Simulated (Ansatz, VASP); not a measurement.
# One calculation of KCl, two programs

```
K Cl
1.0
     3.86462    0.00000    0.00000
     0.00000    3.86462    0.00000
     0.00000    0.00000    3.86462
K Cl
1 1
Cartesian
  0.0000 0.0000 0.0000
  1.9323 1.9323 1.9323
```

Change from the starting cell: volume scaled by 1.02.

Alike in both runs: task single point; functional PBEsol; k mesh 7 × 7 × 7; occupations fermi-dirac, width 0.05 eV; no spin polarisation.

|  | VASP | Ansatz |
| --- | --- | --- |
| version | VASP 6.6.1 | Ansatz 0.2.0 |
| potentials or method | VASP PAW PBE potentials, release 64 (K_sv, Cl), cutoff 520 eV | all-electron LAPW, scalar-relativistic |

Ansatz gave:

```
gap on the k mesh at the Fermi level (eV) : 4.57
least direct gap on the mesh (eV)         : 4.75
pressure (GPa)                            : -1.7
```

Q: What did VASP give for the same quantities?

A: gap on the k mesh at the Fermi level (eV): 4.56; least direct gap on the mesh (eV): 4.75; pressure (GPa): -1.7.

VASP's potentials were made for PBE, not for PBEsol. Ansatz ran all-electron here, and VASP with PAW potentials.
